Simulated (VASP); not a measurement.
A run of VASP 6.6.1 is set up as follows.

POSCAR

```
Ga
1.0
   -1.4461200000      1.4461200000      2.2624350000
    1.4461200000     -1.4461200000      2.2624350000
    1.4461200000      1.4461200000     -2.2624350000
Ga
1
Direct
    0.0000000000      0.0000000000      0.0000000000
```

The input INCAR.step1:

```
  PREC = Accurate
  ENCUT = 520
  ISMEAR = 0
  SIGMA = 0.15
  LREAL = F
  LASPH = T
  NELM = 60
  NBANDS = 12
  GGA = PE
  ALGO = Normal
  EDIFF = 1E-4
  LWAVE = T
  LCHARG = F
```

The input INCAR.step2:

```
  PREC = Accurate
  ENCUT = 520
  EDIFF = 1E-7
  ISMEAR = 0
  SIGMA = 0.15
  LREAL = F
  LASPH = T
  NELM = 60
  ALGO = Normal
  ISIF = 2
  LWAVE = F
  LCHARG = T
  METAGGA = R2SCAN
  LMIXTAU = T
  LELF = T
  LVHAR = T
  NBANDS = 12
  ISTART = 1
```

KPOINTS

```
regular mesh
0
Gamma
  24 24 24
```

Potentials or basis: VASP PAW PBE potentials, release 64 (Ga_d).

Run with:

```console
$ cat potpaw_PBE.64/Ga_d/POTCAR > POTCAR
$ cp INCAR.step1 INCAR
$ mpirun -np 1 vasp_std > vasp.out
$ cp INCAR.step2 INCAR
$ mpirun -np 1 vasp_std > vasp.out
```

(1) What does it give for the pressure?

## Answers

(1) -2.9 GPa.

Caveat: the cell differs from its parent crystal (strain +0.030 along x and y, +0.015 along z); the PAW data sets were made with another functional, which shifts forces and pressure a little.
